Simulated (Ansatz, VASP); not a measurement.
Fe: VASP beside Ansatz

```
CELL_PARAMETERS angstrom
0.00000 1.93525 1.95853
1.49343 0.00000 1.95853
1.49343 1.93525 0.00000
ATOMIC_POSITIONS crystal
Fe 0.00000 0.00000 0.00000
```

Change from the starting cell: volume scaled by 0.99, crystal datasets.

Alike in both runs: task electric field gradients; functional PBE; k mesh 16 × 16 × 16; occupations fermi-dirac, width 0.05 eV; collinear spin.

|  | VASP | Ansatz |
| --- | --- | --- |
| version | VASP 6.6.1 | Ansatz 0.2.0 |
| potentials or method | VASP PAW PBE potentials, release 64 (Fe), cutoff 520 eV | all-electron PAW with datasets made for the crystal, scalar-relativistic |

```csv
,VASP,Ansatz,Ansatz less VASP
pressure (GPa),1.5,1.3,-0.19
"traceless stress, the component that is largest in VASP (GPa)",-5.59,-5.69,-0.101
net moment per atom (μB),2.21,2.18,-0.031
size of the moment on the site where the two differ most (μB),2.20,2.22,+0.020
size of Vzz on the site where it differs most (V/Å²),6.7,7.9,+1.24
```

Site moments also hang on the region over which each program counts them. Ansatz ran all-electron here, and VASP with PAW potentials. Ansatz's warnings: printed levels off.
